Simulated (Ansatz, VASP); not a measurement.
## BeTe: VASP beside Ansatz

```
CELL_PARAMETERS angstrom
0.00000 2.77000 2.77000
2.77000 0.00000 2.77000
2.77000 2.77000 0.00000
ATOMIC_POSITIONS crystal
Te 0.75000 0.75000 0.75000
Be 0.00000 0.00000 0.00000
```

Alike in both runs: task relaxation of cell and atoms; functional r2SCAN; dispersion rVV10; k mesh 8 × 8 × 8; occupations fermi-dirac, width 0.05 eV; no spin polarisation.

|  | VASP | Ansatz |
| --- | --- | --- |
| version | VASP 6.6.1 | Ansatz 0.2.0 |
| potentials or method | VASP PAW PBE potentials, release 64 (Te, Be) | Ansatz PAW |
| plane-wave cutoff (eV) | 600 | 500 |
| valence electrons in the cell | 8 | 18 |

```tsv
	VASP	Ansatz	Ansatz less VASP
gap on the k mesh at the Fermi level, each at its own relaxed structure (eV)	2.29	2.29	-0.004
relaxed volume (Å³/atom)	22.51	22.39	-0.119
relaxed cell length with the largest relative difference (Å)	3.993	3.986	-0.0071
```

VASP's potentials were made for PBE, not for r2SCAN. VASP's potentials hold 8 valence electrons a cell and Ansatz's 18, so a difference there can come from the potentials and not from the codes.

Neither program's run includes spin-orbit coupling. Noted on Ansatz's run: the plane-wave basis is chosen anew once the cell has moved, so the energies of steps on either side of that aren't comparable.
